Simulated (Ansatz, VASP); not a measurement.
# One calculation of WBr2F2, two programs

```
W Br F
1.0
     3.90131    0.00000    0.00000
    -1.95066    3.37863    0.00000
     0.00000    0.00000    6.70083
W Br F
1 2 2
Direct
  0.00000 0.00000 0.00000
  0.33333 0.66667 0.27008
  0.66667 0.33333 0.72992
  0.66667 0.33333 0.35001
  0.33333 0.66667 0.64999
```

Change from the starting cell: species swapped into the MgAl2C2 type (P-3m1, No. 164).

Alike in both runs: task single point; functional PBE; k mesh 6 × 6 × 4; occupations gaussian, width 0.1 eV; collinear spin.

```csv
,VASP,Ansatz
version,VASP 6.6.1,Ansatz 0.2.0
potentials or method,"VASP PAW PBE potentials, release 64 (W_sv, Br, F), cutoff 520 eV","scalar-relativistic, plane waves, PAW"
valence electrons in the cell,42,42
```

```tsv
	VASP	Ansatz	Ansatz less VASP
gap on the k mesh at the Fermi level (eV)	none	none	-
pressure (GPa)	0.6	0.7	+0.09
traceless stress, the component that is largest in VASP (GPa)	-9.02	-9.02	+0.003
rms of the force components (eV/Å)	1.606	1.608	+0.0028
net moment per atom (μB)	0.43	0.43	0.000
size of the moment on the site where the two differ most (μB)	2.02	1.95	-0.064
```

Site moments also hang on the region over which each program counts them. Atom by atom the forces differ by 0.003 eV/Å (rms over components). A gap of «none» marks a metal or a gap that the smearing closes. Ansatz's warnings: no starting moments.

Neither program's run includes spin-orbit coupling.
